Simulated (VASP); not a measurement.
Here is a VASP 6.6.1 calculation.

Contents of INCAR:

```
ALGO = Normal ; EDIFF = 1E-6
ENCUT = 600 ; GGA = PE
GGA_COMPAT = F ; ISIF = 2
ISMEAR = 0 ; LASPH = T
LCHARG = F ; LREAL = F
LWAVE = F ; NBANDS = 26
NELM = 120 ; PREC = Accurate
SIGMA = 0.05
```

Contents of KPOINTS:

```
k-points
0
Gamma
  12 12 8
```

POSCAR

```
ZnO
1.0
    3.2574297751      0.0000000000      0.0000000000
   -1.6287148875      2.8210169363      0.0000000000
    0.0000000000      0.0000000000      5.2579301915
Zn O
2 2
Direct
    0.3333333333      0.6666666667      0.0015089686
    0.6666666667      0.3333333333      0.5015089686
    0.3333333333      0.6666666667      0.3805910314
    0.6666666667      0.3333333333      0.8805910314
```

Potentials or basis: VASP PAW PBE potentials, release 64 (Zn, O).

Launch:

```console
$ cat potpaw_PBE.64/Zn/POTCAR potpaw_PBE.64/O/POTCAR > POTCAR
$ mpirun -np 1 vasp_std > vasp.out
```

**Question.** Estimate the pressure.

**Answer.** 3.6 GPa.

**Question.** Predict the band gap on the k mesh.

**Answer.** 0.76 eV.

Caveat: the cell stands under pressure. A hybrid or GW would open this gap; PBE tends to underestimate it.
